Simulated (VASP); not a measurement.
Write the native input for VASP 6.6.1 that does the following.

| Property | Result |
| --- | --- |
| Task | single point |
| Functional | r2SCAN |
| Potentials or basis | VASP PAW PBE potentials, release 64 (Sr_sv, Cl) |
| Cutoff | 520 eV |
| k mesh | 6 × 6 × 6 |
| Occupations | gaussian, width 0.01 eV |
| Spin | no spin polarisation |
| Dipole correction | no |
| Further INCAR settings | ALGO = Normal; EDIFF = 1e-06; NBANDS = 19 |

SrCl2:

```xyz
3
Lattice="2.4567 1.4184 4.0153 -2.4567 1.4184 4.0153 0.0000 -2.8368 4.0153" Properties=species:S:1:pos:R:3 pbc="T T T"
Sr    0.0000    0.0000    0.0000
Cl    0.0000    0.0000    3.0109
Cl    0.0000    0.0000    9.0350
```

The input as run:

POSCAR

```
SrCl2
1.0
    2.4567214715      1.4183888029      4.0153159770
   -2.4567214715      1.4183888029      4.0153159770
    0.0000000000     -2.8367776058      4.0153159770
Sr Cl
1 2
Direct
    0.0000000000      0.0000000000      0.0000000000
    0.2499511369      0.2499511369      0.2499511369
    0.7500488631      0.7500488631      0.7500488631
```

INCAR.step1

```
SYSTEM = SrCl2
PREC     = Accurate       ! precision mode
ENCUT    = 520            ! plane-wave cutoff, eV
ISMEAR   = 0              ! smearing method
SIGMA    = 0.01           ! smearing width, eV
LREAL    = .FALSE.        ! projectors in reciprocal space
LASPH    = .TRUE.         ! aspherical terms in the spheres
NELM     = 60             ! most SCF steps
NBANDS   = 19             ! bands
GGA      = PE             ! functional
ALGO     = Normal         ! electronic algorithm
EDIFF    = 1E-4           ! SCF threshold, eV
LWAVE    = .TRUE.         ! write WAVECAR
LCHARG   = .FALSE.        ! write CHGCAR
```

INCAR.step2

```
SYSTEM = SrCl2
PREC     = Accurate       ! precision mode
ENCUT    = 520            ! plane-wave cutoff, eV
EDIFF    = 1E-6           ! SCF threshold, eV
ISMEAR   = 0              ! smearing method
SIGMA    = 0.01           ! smearing width, eV
LREAL    = .FALSE.        ! projectors in reciprocal space
LASPH    = .TRUE.         ! aspherical terms in the spheres
NELM     = 60             ! most SCF steps
ALGO     = Normal         ! electronic algorithm
ISIF     = 2              ! what is computed and relaxed
LWAVE    = .FALSE.        ! write WAVECAR
LCHARG   = .FALSE.        ! write CHGCAR
METAGGA  = R2SCAN         ! meta-GGA
LMIXTAU  = .TRUE.       
NBANDS   = 19             ! bands
ISTART   = 1
```

KPOINTS

```
Automatic mesh
0
G
  6 6 6
  0 0 0
```

Potentials or basis: VASP PAW PBE potentials, release 64 (Sr_sv, Cl).

Run with:

```console
$ cat potpaw_PBE.64/Sr_sv/POTCAR potpaw_PBE.64/Cl/POTCAR > POTCAR
$ cp INCAR.step1 INCAR
$ mpirun -np 1 vasp_std > vasp.out
$ cp INCAR.step2 INCAR
$ mpirun -np 1 vasp_std > vasp.out
```

Results of the run:

```yaml
Pressure: 0.8 GPa
Band_gap_on_the_k_mesh: 5.98 eV
```

Caveat: the PAW data sets were made with another functional, which shifts forces and pressure a little.

It took 3.6 min on 1 thread of AMD EPYC 7R13 Processor (Zen 3) (shared host), peak memory 0.25 GiB.
